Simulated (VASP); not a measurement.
Ni, 2 atoms in the cell. Symmetry: P6_3/mmc, No. 194, hexagonal system. Conventional cell: a = 2.512 Å, b = 2.512 Å, c = 4.179 Å, α = 90.00°, β = 90.00°, γ = 120.00°. Ni (site symmetry -6m2) has 12 Ni at 2.51 to 2.54 Å within 3.3 Å. 

- Program: VASP 6.6.1
- Task: single point
- Functional: r2SCAN
- Potentials or basis: VASP PAW PBE potentials, release 64 (Ni)
- Cutoff: 520 eV
- k mesh: 13 × 13 × 7
- Occupations: methfessel-paxton, width 0.02 eV
- Spin: collinear spin, ferromagnetic start
- Starting moments: [1.5, 1.5] μB
- Dipole correction: no
- Further INCAR settings: ALGO = Normal; EDIFF = 1e-07; NBANDS = 21

Potentials or basis: VASP PAW PBE potentials, release 64 (Ni).

The run is started by

```bash
$ cat potpaw_PBE.64/Ni/POTCAR > POTCAR
$ cp INCAR.step1 INCAR
$ mpirun -np 1 vasp_std > vasp.out
$ cp INCAR.step2 INCAR
$ mpirun -np 1 vasp_std > vasp.out
```

Hardware: 1 thread of Intel(R) Xeon(R) 6975P-C (Granite Rapids) (shared host).

Q: Estimate the wall time of this run.

A: It took 3 min on 1 thread of Intel(R) Xeon(R) 6975P-C (Granite Rapids) (shared host), peak memory 0.18 GiB. Counts: k points 84.
